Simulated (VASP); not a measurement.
The system is ZrH.

```
Zr H
1.0
     3.24279    0.00000    0.00000
     0.00000    3.24279    0.00000
     0.00000    0.00000    4.94800
Zr H
2 2
Direct
  0.00000 0.50000 0.00000
  0.50000 0.00000 0.50000
  0.00000 0.00000 0.75000
  0.00000 0.00000 0.25000
```

Base run:

| Property | Result |
| --- | --- |
| Program | VASP 6.6.1 |
| Functional | PBEsol |
| Potentials or basis | VASP PAW PBE potentials, release 64 (Zr_sv, H) |
| Cutoff | 500 eV |
| k mesh | 7 × 7 × 5 |
| Occupations | methfessel-paxton, width 0.1 eV |
| Spin | no spin polarisation |

Its results: band gap on the k mesh zero (bands 13 and 14 overlap by 0.53 eV); pressure -2.4 GPa.

The run is repeated on the same cell with these changes: k mesh from 7 × 7 × 5 to 3 × 3 × 2. What comes out?

Band gap on the k mesh zero (bands 13 and 14 overlap by 0.73 eV); pressure -2.9 GPa.

Caveats: some runs use coarse meshes; the PAW data sets were made with another functional, which shifts forces and pressure a little.
